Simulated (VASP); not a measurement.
Lu, 2 atoms in the cell. The structure is hexagonal, space group P6_3/mmc (No. 194). The conventional cell has a = 2.930 Å, b = 2.930 Å, c = 4.758 Å, α = 90.00°, β = 90.00°, γ = 120.00°. Within 3.8 Å of Lu (site symmetry -6m2) lie 12 Lu at 2.92 to 2.93 Å. 

| Quantity | Value |
| --- | --- |
| Program | VASP 6.6.1 |
| Task | single point |
| Functional | PBE |
| Potentials or basis | VASP PAW PBE potentials, release 64 (Lu) |
| Cutoff | 520 eV |
| k mesh | 15 × 15 × 8 |
| Occupations | fermi-dirac, width 0.08 eV |
| Spin | no spin polarisation |
| Dipole correction | no |
| Further INCAR settings | ALGO = Normal; EDIFF = 1e-06; NBANDS = 32 |

Potentials or basis: VASP PAW PBE potentials, release 64 (Lu).

The run is started by

```sh
$ cat potpaw_PBE.64/Lu/POTCAR > POTCAR
$ mpirun -np 1 vasp_std > vasp.out
```

Hardware: 1 thread of Intel(R) Xeon(R) Platinum 8559C (Emerald Rapids), on a shared host.

**Question.** How long does it take, and how much memory?

**Answer.** Run time: 66 s on 1 thread of Intel(R) Xeon(R) Platinum 8559C (Emerald Rapids), with other jobs on the host, peak memory 0.26 GiB. Counts: scf iterations 13, k points 135.
